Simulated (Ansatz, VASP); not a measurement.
Two plane-wave programs on Bi

The input INCAR:

```
ALGO = Normal
EDIFF = 1E-6
ENCUT = 520
GGA = PE
ISIF = 2
ISMEAR = -1
LASPH = True
LCHARG = False
LREAL = False
LWAVE = False
NBANDS = 14
NELM = 80
PREC = Accurate
SIGMA = 0.05
```

KPOINTS

```
k-points
0
Gamma
  13 13 13
```

File POSCAR:

```
Bi
1.0
   -1.9814305318      1.9814305318      1.9814305318
    1.9814305318     -1.9814305318      1.9814305318
    1.9814305318      1.9814305318     -1.9814305318
Bi
1
Direct
    0.0000000000      0.0000000000      0.0000000000
```

Contents of input.yaml:

```yaml
crystal:
  lattice:
    - [-1.9814305318, 1.9814305318, 1.9814305318]
    - [1.9814305318, -1.9814305318, 1.9814305318]
    - [1.9814305318, 1.9814305318, -1.9814305318]
  atoms:
    - { symbol: Bi, position: [0.0, 0.0, 0.0] }
hamiltonian:
  xc: pbe
  pseudopotentials: { kind: paw }
kpoints:
  mp_grid: { grid: [13, 13, 13] }
scf:
  occupations: { method: fermi_dirac, width: 0.05 }
output:
  forces: true
  stress: true
  eigenvalues: true
```

Alike in both runs: task single point; functional PBE; k mesh 13 × 13 × 13; occupations fermi-dirac, width 0.05 eV; no spin polarisation.

|  | VASP | Ansatz |
| --- | --- | --- |
| version | VASP 6.6.1 | Ansatz 0.2.0 |
| potentials or method | VASP PAW PBE potentials, release 64 (Bi_d) | Ansatz PAW |
| plane-wave cutoff (eV) | 520 | 420 |
| valence electrons in the cell | 15 | 15 |

Ansatz gave:

- gap on the k mesh at the Fermi level (eV): none
- pressure (GPa): 1.1

What did VASP give for the same quantities?

gap on the k mesh at the Fermi level (eV): none; pressure (GPa): 1.0.

A gap of «none» marks a metal or a gap that the smearing closes.

Neither program's run includes spin-orbit coupling.
